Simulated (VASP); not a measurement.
# HPbNO4 (P1) in VASP: a series of runs

Aim: see how the results for HPbNO4 move with the level of theory and the settings. Levels: PBE, r2SCAN0, BLYP. Tasks: single point.

Everything below comes from runs of VASP 6.6.1. Logs are shortened: lines on timing, memory, paths and dates and some standing lists are left out, and cuts for length are marked.

## Step 1: The cell of the first run

The typed cell holds 7 atoms: a = 3.857 Å, b = 4.338 Å, c = 5.984 Å, α = 81.87°, β = 83.26°, γ = 87.68°.

## Step 2: Single point, PBE

The input, INCAR:

```
PREC = Accurate
ENCUT = 520
EDIFF = 1E-6
ISMEAR = -1
SIGMA = 0.05
LREAL = False
LASPH = True
NELM = 80
ALGO = Normal
ISIF = 2
LWAVE = False
LCHARG = False
GGA = PE
NBANDS = 31
```

The input, KPOINTS:

```
Automatic mesh
0
Gamma
  4 3 2
```

The input, POSCAR:

```
HPbNO4
1.0
    3.8570700000      0.0017800000     -0.0365800000
    0.1735300000      4.3343600000     -0.0164700000
    0.7580300000      0.8387300000      5.8766200000
H Pb N O
1 1 1 4
Direct
    0.6151100000      0.8955900000      0.1984400000
    0.6459700000      0.4465100000      0.9168500000
    0.7147400000      0.2381000000      0.5005800000
    0.1695800000      0.4700700000      0.7776800000
    0.6291900000      0.9704500000      0.4984500000
    0.5642400000      0.9258300000      0.0384900000
    0.7802200000      0.4225000000      0.3195100000
```

Potentials or basis: VASP PAW PBE potentials, release 64 (H, Pb_d, N, O).

Run with:

```bash
cat potpaw_PBE.64/H/POTCAR potpaw_PBE.64/Pb_d/POTCAR potpaw_PBE.64/N/POTCAR potpaw_PBE.64/O/POTCAR > POTCAR
mpirun -np 1 vasp_std > vasp.out
```

OUTCAR:

```text
PREC = Accurate
   ENCUT = 520
   EDIFF = 1E-6
   ISMEAR = -1
   LREAL = False
   LASPH = True
   NELM = 80
   ISIF = 2
   GGA = PE

 ion  position               nearest neighbor table
   1  0.615  0.896  0.198-   6 0.99
   2  0.646  0.447  0.917-   4 2.09   4 2.10   6 2.30   6 2.30   7 2.51   3 2.75
   3  0.715  0.238  0.501-   5 1.22   7 1.26   2 2.75
   4  0.170  0.470  0.778-   2 2.09   2 2.10
   5  0.629  0.970  0.498-   3 1.22
   6  0.564  0.926  0.038-   1 0.99   2 2.30   2 2.30
   7  0.780  0.422  0.320-   3 1.26   2 2.51

  LATTYP: Found a triclinic cell.
 ALAT       =     9.0022731292
 B/A-ratio  =     1.1034313029
 C/A-ratio  =     0.8320978899
 COS(alpha) =     0.0134657135
 COS(beta)  =     0.5861289562
 COS(gamma) =     0.8046043717

  Lattice vectors:

 A1 = (  -7.8876700000,  -4.3379200000,   0.0896300000)
 A2 = (  -7.1296400000,  -3.4991900000,   5.9662500000)
 A3 = (  -4.6151000000,  -0.8405100000,  -5.8400400000)

Analysis of symmetry for initial positions (statically):
=====================================================================
 Subroutine PRICEL returns:
 Original cell was already a primitive cell.

 Routine SETGRP: Setting up the symmetry group for a
 triclinic supercell.

 Subroutine GETGRP returns: Found  1 space group operations
 (whereof  1 operations were pure point group operations)
 out of a pool of  2 trial point group operations.

The static configuration has the point symmetry C_1 .

Analysis of symmetry for dynamics (positions and initial velocities):
=====================================================================
 Subroutine PRICEL returns:
 Original cell was already a primitive cell.

 Routine SETGRP: Setting up the symmetry group for a
 triclinic supercell.

 Subroutine GETGRP returns: Found  1 space group operations
 (whereof  1 operations were pure point group operations)
 out of a pool of  2 trial point group operations.

The dynamic configuration has the point symmetry C_1 .

 Subroutine INISYM returns: Found  1 space group operations
 (whereof  1 operations are pure point group operations),
 and found     1 'primitive' translations

----------------------------------------------------------------------------------------

                                     Primitive cell

  volume of cell :      98.4112

  direct lattice vectors                    reciprocal lattice vectors
     3.857070000  0.001780000 -0.036580000     0.258966393 -0.010489196 -0.031907234
     0.173530000  4.334360000 -0.016470000    -0.000418053  0.230606447 -0.032858965
     0.758030000  0.838730000  5.876620000     0.001610808  0.000581013  0.169875140

  length of vectors
     3.857243867  4.337863591  5.984374664     0.261135381  0.232936085  0.169883771

  position of ions in fractional coordinates (direct lattice)
     0.615110000  0.895590000  0.198440000
     0.645970000  0.446510000  0.916850000
     0.714740000  0.238100000  0.500580000
     0.169580000  0.470070000  0.777680000
     0.629190000  0.970450000  0.498450000
     0.564240000  0.925830000  0.038490000
     0.780220000  0.422500000  0.319510000

  ion indices of the primitive-cell ions
   primitive index   ion index
                 1           1
                 2           2
                 3           3
                 4           4
                 5           5
                 6           6
                 7           7

----------------------------------------------------------------------------------------

 KPOINTS: Automatic mesh

Automatic generation of k-mesh.
 Grid dimensions read from file:
 generate k-points for:    4    3    2

 Generating k-lattice:

  Cartesian coordinates                     Fractional coordinates (reciprocal lattice)
     0.064741598 -0.002622299 -0.007976809     0.250000000 -0.000000000 -0.000000000
    -0.000139351  0.076868816 -0.010952988     0.000000000  0.333333333  0.000000000
     0.000805404  0.000290507  0.084937570    -0.000000000 -0.000000000  0.500000000

  Length of vectors
     0.065283845  0.077645362  0.084941885

  Shift w.r.t. Gamma in fractional coordinates (k-lattice)
     0.000000000  0.000000000  0.000000000

 Subroutine IBZKPT returns following result:
 ===========================================

 Found     14 irreducible k-points:

 Following reciprocal coordinates:
            Coordinates               Weight
  0.000000  0.000000  0.000000      1.000000
  0.250000 -0.000000  0.000000      2.000000
  0.500000 -0.000000  0.000000      1.000000
 -0.000000  0.333333 -0.000000      2.000000
  0.250000  0.333333  0.000000      2.000000
  0.500000  0.333333  0.000000      2.000000
 -0.250000  0.333333  0.000000      2.000000
  0.000000  0.000000  0.500000      1.000000
  0.250000 -0.000000  0.500000      2.000000
  0.500000 -0.000000  0.500000      1.000000
  0.000000  0.333333  0.500000      2.000000
  0.250000  0.333333  0.500000      2.000000
  0.500000  0.333333  0.500000      2.000000
 -0.250000  0.333333  0.500000      2.000000
   k-points           NKPTS =     14   k-points in BZ     NKDIM =     14   number of bands    NBANDS=     31
   number of dos      NEDOS =    301   number of ions     NIONS =      7
   total plane-waves  NPLWV =  46080
   dimension x,y,z NGX =    30 NGY =   32 NGZ =   48
   dimension x,y,z NGXF=    60 NGYF=   64 NGZF=   96
   ions per type =               1   1   1   4
   NGX,Y,Z   is equivalent  to a cutoff of  12.93, 12.26, 13.33 a.u.
   NGXF,Y,Z  is equivalent  to a cutoff of  25.86, 24.53, 26.67 a.u.
 SYSTEM =  unknown system
   PREC   = accura    normal or accurate (medium, high low for compatibility)
   ISTART =      0    job   : 0-new  1-cont  2-samecut
   ICHARG =      2    charge: 1-file 2-atom 10-const
   ISPIN  =      1    spin polarized calculation?
   LNONCOLLINEAR =      F non collinear calculations
   LSORBIT =      F    spin-orbit coupling
   LASPH  =      T    aspherical Exc in radial PAW
   ENCUT  =  520.0 eV  38.22 Ry    6.18 a.u.   7.17  8.07 11.13*2*pi/ulx,y,z
   NELM   =     80;   NELMIN=  2; NELMDL= -5     # of ELM steps
   EDIFF  = 0.1E-05   stopping-criterion for ELM
   LREAL  =      F    real-space projection
   EDIFFG = 0.1E-04   stopping-criterion for IOM
   NSW    =      0    number of steps for IOM
   IBRION =     -1    ionic relax: 0-MD 1-quasi-New 2-CG
   NFREE  =      0    steps in history (QN), initial steepest desc. (CG)
   ISIF   =      2    stress and relaxation
   ISYM   =      2    0-nonsym 1-usesym 2-fastsym
   POTIM  = 0.5000    time-step for ionic-motion
   TEBEG  =    0.0;   TEEND  =   0.0 temperature during run
   PSTRESS=    0.0 pullay stress
   NELECT =      44.0000    total number of electrons
   NUPDOWN=      -1.0000    fix difference up-down
   EMIN   =  10.00;   EMAX   =-10.00  energy-range for DOS
   EFERMI =   0.00;   METHOD = LEGACY
   ISMEAR =    -1;   SIGMA  =   0.05  broadening in eV -4-tet -1-fermi 0-gaus
   EFERMI_NEDOS =   21; number of points for ismear=-14 and -15
   IALGO  =     38    algorithm
   IMIX   =      4    mixing-type and parameters
     AMIX     =   0.40;   BMIX     =  1.00
     AMIX_MAG =   1.60;   BMIX_MAG =  1.00
  volume/ion in A,a.u.               =      14.06        94.87
  Fermi-wavevector in a.u.,A,eV,Ry     =   1.251827  2.365609 21.321279  1.567070
  Thomas-Fermi vector in A             =   2.385756
   LORBIT       =      0    0 simple, 1 ext, 2 COOP (PROOUT), +10 PAW based schemes
   GGA     = PE    functional components
   LHFCALC =     F    Hartree Fock is set to
   AEXX    =    0.0000 exact exchange contribution
   IVDW    =     0    specifies the selected vdW correction
   LEPSILON=     F    determine dielectric tensor
   LRPA    =     F    only Hartree local field effects (RPA)
 non-spin polarized calculation
  energy-cutoff  :      520.00
  volume of cell :       98.41
 maximum number of plane-waves:      2664
 NGX is ok and might be reduce to    30
   NGX = 15   NGY = 17   NGZ = 23

 number of electron      43.9999991 magnetization

 Free energy of the ion-electron system (eV)
  ---------------------------------------------------
  ext. energy  EPLUGINS =         0.00000000
  ---------------------------------------------------
  free energy    TOTEN  =       -38.65178470 eV

  energy without entropy =      -38.64784125  energy(sigma->0) =      -38.64981298

 E-fermi :   0.9339     XC(G=0):  -8.7841

 val. band max:        0.7700932468   @ k =   0.5000  -0.0000   0.0000
 cond. band min:       1.0345067358   @ k =   0.0000   0.0000   0.5000
 fundamental gap:      0.2644134890
 Fermi energy:         0.9339300745

 k-point     1 :       0.0000    0.0000    0.0000
  band No.  band energies     occupation
      1     -24.0614      2.00000
      2     -19.7023      2.00000
      3     -17.7203      2.00000
      4     -17.2193      2.00000
      5     -15.0599      2.00000
      6     -14.9607      2.00000
[... 23 lines left out ...]
     30      12.1219      0.00000
     31      12.4231      0.00000

 k-point     2 :       0.2500   -0.0000    0.0000
  band No.  band energies     occupation
      1     -24.0527      2.00000
      2     -19.6993      2.00000
      3     -17.7069      2.00000
      4     -16.9681      2.00000
      5     -15.0463      2.00000
      6     -14.9576      2.00000
[... 23 lines left out ...]
     30      11.6470      0.00000
     31      12.5669      0.00000

 k-point     3 :       0.5000   -0.0000    0.0000
  band No.  band energies     occupation
      1     -24.0437      2.00000
      2     -19.6962      2.00000
      3     -17.6939      2.00000
      4     -16.7114      2.00000
      5     -14.9552      2.00000
      6     -14.9507      2.00000
[... 23 lines left out ...]
     30      11.4582      0.00000
     31      12.2249      0.00000

 k-point     4 :      -0.0000    0.3333   -0.0000
  band No.  band energies     occupation
      1     -24.0296      2.00000
      2     -19.7855      2.00000
      3     -17.5713      2.00000
      4     -17.2257      2.00000
      5     -15.0588      2.00000
      6     -14.9621      2.00000
[... 23 lines left out ...]
     30      11.6196      0.00000
     31      12.5683      0.00000

 k-point     5 :       0.2500    0.3333    0.0000
  band No.  band energies     occupation
      1     -24.0213      2.00000
      2     -19.7817      2.00000
      3     -17.5572      2.00000
      4     -16.9724      2.00000
      5     -15.0682      2.00000
      6     -14.9572      2.00000
[... 23 lines left out ...]
     30      11.9561      0.00000
     31      12.2900      0.00000
[... 202 lines left out ...]
     30      11.8335      0.00000
     31      12.0971      0.00000

 k-point    12 :       0.2500    0.3333    0.5000
  band No.  band energies     occupation
      1     -24.0191      2.00000
      2     -19.7774      2.00000
      3     -17.5625      2.00000
      4     -16.9734      2.00000
      5     -15.0693      2.00000
      6     -14.9782      2.00000
[... 23 lines left out ...]
     30      11.8525      0.00000
     31      12.6150      0.00000

 k-point    13 :       0.5000    0.3333    0.5000
  band No.  band energies     occupation
      1     -24.0109      2.00000
      2     -19.7730      2.00000
      3     -17.5507      2.00000
      4     -16.7059      2.00000
      5     -14.9949      2.00000
      6     -14.9660      2.00000
[... 23 lines left out ...]
     30      11.3537      0.00000
     31      12.5738      0.00000

 k-point    14 :      -0.2500    0.3333    0.5000
  band No.  band energies     occupation
      1     -24.0191      2.00000
      2     -19.7764      2.00000
      3     -17.5639      2.00000
      4     -16.9728      2.00000
      5     -15.0640      2.00000
      6     -14.9787      2.00000
[... 23 lines left out ...]
     30      11.7269      0.00000
     31      12.1721      0.00000

------------------------ aborting loop because EDIFF is reached ----------------------------------------

  FORCE on cell =-STRESS in cart. coord.  units (eV):
  Direction    XX          YY          ZZ          XY          YZ          ZX
  --------------------------------------------------------------------------------------
  -------------------------------------------------------------------------------------
  Total        0.1453348      0.7300596      0.3557968      0.2535460     -0.2561824     -0.0291722
  in kB        2.3661129     11.8856867      5.7925261      4.1278382     -4.1707599     -0.4749362
  external PRESSURE =       6.6814419 kB  Pullay stress =       0.0000000 kB

 VOLUME and BASIS-vectors are now :
 -----------------------------------------------------------------------------
  energy-cutoff  :      520.00
  volume of cell :       98.41
      direct lattice vectors                 reciprocal lattice vectors
     3.857070000  0.001780000 -0.036580000     0.258966393 -0.010489196 -0.031907234
     0.173530000  4.334360000 -0.016470000    -0.000418053  0.230606447 -0.032858965
     0.758030000  0.838730000  5.876620000     0.001610808  0.000581013  0.169875140

 POSITION                                       TOTAL-FORCE (eV/Angst)
 -----------------------------------------------------------------------------------
      2.67836      4.04934      1.12891         0.018139     -0.013776      0.094158
      3.26403      2.70547      5.35700         0.013335     -0.006175     -0.051593
      3.17757      1.45313      2.91165         0.116746      0.349396      0.301524
      1.32516      2.69002      4.55618        -0.014077      0.022265      0.005912
      2.97307      4.62546      2.89020        -0.179370     -0.582912      0.031082
      2.36615      4.04617      0.19030        -0.018093      0.001115     -0.053703
      3.32488      2.10064      1.84214         0.063319      0.230087     -0.327380
 -----------------------------------------------------------------------------------
    total drift:                                0.000801      0.001477     -0.001988

  FREE ENERGIE OF THE ION-ELECTRON SYSTEM (eV)
  ---------------------------------------------------
  free  energy   TOTEN  =       -38.6517847043 eV

  energy  without entropy=      -38.6478412458  energy(sigma->0) =      -38.64981298
```

It took 22 s on 1 thread of Intel Xeon 6975P-C (Granite Rapids), shared host; peak memory 0.21 GiB.

What came out:

```
Free energy            : -38.6518 eV
Pressure               : 0.7 GPa
Largest force          : 0.611 eV/Å
Band gap on the k mesh : 0.26 eV, indirect (least direct gap 0.46 eV)
```

Forces on the atoms (eV/Å):
```
H    0.018 -0.014  0.094
Pb   0.013 -0.006 -0.052
N    0.117  0.349  0.302
O   -0.014  0.022  0.006
O   -0.179 -0.583  0.031
O   -0.018  0.001 -0.054
O    0.063  0.230 -0.327
```

Levels at points of the mesh, in eV from the valence-band top:
| k point | band 18 | band 19 | band 20 | band 21 | band 22 | band 23 | band 24 | band 25 | band 26 | band 27 |
| --- | --- | --- | --- | --- | --- | --- | --- | --- | --- | --- |
| (0.00, 0.00, 0.00) | -2.19 | -1.56 | -1.11 | -0.93 | -0.61 | 1.22 | 2.93 | 5.25 | 7.09 | 8.85 |
| (0.50, 0.00, 0.00) | -2.10 | -1.57 | -1.19 | -0.78 | 0.00 | 1.43 | 2.98 | 6.62 | 7.19 | 8.21 |
| (0.00, 0.00, 0.50) | -2.26 | -1.74 | -1.15 | -0.93 | -0.20 | 0.26 | 3.02 | 5.70 | 8.01 | 8.67 |
| (0.50, 0.00, 0.50) | -2.09 | -1.76 | -1.24 | -0.80 | -0.64 | 1.62 | 2.94 | 6.72 | 7.36 | 8.64 |

Caveat: the k points lie up to 0.53 Å⁻¹ apart; the standard files for N, O and F lose accuracy on very short bonds; spin-orbit coupling is left out, which moves the levels of the heavy elements. A k mesh can miss the band edges.

## Step 3: Single point, PBE

The input, INCAR:

```
SYSTEM = HPbNO4
  PREC = Accurate
  ENCUT = 520
  EDIFF = 1E-6
  ISMEAR = -1
  SIGMA = 0.05
  LREAL = .FALSE.
  LASPH = .TRUE.
  NELM = 80
  ALGO = Normal
  ISIF = 2
  LWAVE = .FALSE.
  LCHARG = .FALSE.
  GGA = PE
  NBANDS = 31
```

The input, KPOINTS:

```
Automatic mesh
0
G
  5 5 4
  0 0 0
```

POSCAR is that of step 2.

Potentials or basis: VASP PAW PBE potentials, release 64 (H, Pb_d, N, O).

Run with:

```bash
cat potpaw_PBE.64/H/POTCAR potpaw_PBE.64/Pb_d/POTCAR potpaw_PBE.64/N/POTCAR potpaw_PBE.64/O/POTCAR > POTCAR
mpirun -np 1 vasp_std > vasp.out
```

It took 2.6 min on 1 thread of AMD EPYC 7R13 (Zen 3), shared host; peak memory 0.27 GiB.

Results (log left out):

| Item | Value |
| --- | --- |
| Free energy | -38.6509 eV |
| Pressure | 0.6 GPa |
| Largest force | 0.623 eV/Å |
| Band gap on the k mesh | 0.26 eV, indirect (least direct gap 0.46 eV) |

Forces on the atoms (eV/Å):
```
H    0.026 -0.008  0.096
Pb  -0.002  0.004 -0.002
N    0.134  0.345  0.300
O   -0.001  0.005 -0.016
O   -0.191 -0.592  0.035
O   -0.019  0.003 -0.073
O    0.054  0.243 -0.341
```

Stress tensor (GPa, compression positive):
```
 0.10  0.42 -0.09
 0.42  1.23 -0.42
-0.09 -0.42  0.55
```

Levels at points of the mesh, in eV from the valence-band top:
```csv
k point,band 20,band 21,band 22,band 23,band 24,band 25
"(0.00, 0.00, 0.00)",-1.10,-0.93,-0.61,1.22,2.93,5.25
"(0.00, 0.00, 0.50)",-1.14,-0.93,-0.20,0.26,3.02,5.70
```

Caveat: the standard files for N, O and F lose accuracy on very short bonds; spin-orbit coupling is left out, which moves the levels of the heavy elements. A k mesh can miss the band edges.

## Step 4: Single point, r2SCAN0

POSCAR is that of step 3.

The input, INCAR.step1:

```
ALGO = Normal ; EDIFF = 1E-5
ENCUT = 520 ; GGA = PE
ISIF = 2 ; ISMEAR = -1
LASPH = T ; LCHARG = F
LREAL = F ; LWAVE = T
NBANDS = 31 ; NELM = 60
PREC = Accurate ; SIGMA = 0.05
```

The input, INCAR.step2:

```
AEXX = 0.25 ; ALGO = Normal
EDIFF = 1E-7 ; ENCUT = 520
ISIF = 2 ; ISMEAR = -1
ISTART = 1 ; LASPH = T
LCHARG = F ; LHFCALC = T
LMIXTAU = T ; LREAL = F
LWAVE = F ; METAGGA = R2SCAN
NBANDS = 31 ; NELM = 60
PREC = Accurate ; PRECFOCK = Fast
SIGMA = 0.05
```

The input, KPOINTS:

```
k-points
0
Gamma
  3 3 2
```

Run with:

```bash
cat potpaw_PBE.64/H/POTCAR potpaw_PBE.64/Pb_d/POTCAR potpaw_PBE.64/N/POTCAR potpaw_PBE.64/O/POTCAR > POTCAR
cp INCAR.step1 INCAR
mpirun -np 1 vasp_std > vasp.out
cp INCAR.step2 INCAR
mpirun -np 1 vasp_std > vasp.out
```

It took 12 min on 1 thread of Intel Xeon Platinum 8488C (Sapphire Rapids), shared host; peak memory 0.25 GiB.

Results (log left out):

```yaml
Free_energy: -96.4061 eV
Pressure: -8.1 GPa
Largest_force: 0.909 eV/Å
Band_gap_on_the_k_mesh: 1.55 eV, indirect (least direct gap 1.63 eV)
```

Forces on the atoms (eV/Å):
```
H   -0.229 -0.032 -0.517
Pb   0.031 -0.052 -0.329
N   -0.095 -0.083  0.131
O   -0.053  0.045  0.869
O    0.260  0.808 -0.325
O    0.406  0.021  0.217
O   -0.320 -0.707 -0.046
```

Stress tensor (GPa, compression positive):
```
-7.59 -0.84 -0.42
-0.84 -8.69  0.79
-0.42  0.79 -8.13
```

Levels at points of the mesh, in eV from the valence-band top:
```
           k point  band 19  band 20  band 21  band 22  band 23  band 24  band 25  band 26
(0.00, 0.00, 0.00)    -1.96    -1.76    -1.52    -0.76     2.78     5.80     7.64     9.46
(0.00, 0.00, 0.50)    -2.09    -1.77    -1.59    -0.08     1.55     5.91     8.13    10.53
```

Caveat: the k points lie up to 0.55 Å⁻¹ apart; the standard files for N, O and F lose accuracy on very short bonds; the PAW data sets were made with another functional, which shifts forces and pressure a little; spin-orbit coupling is left out, which moves the levels of the heavy elements.

(Part 1 of 2 ends here.)
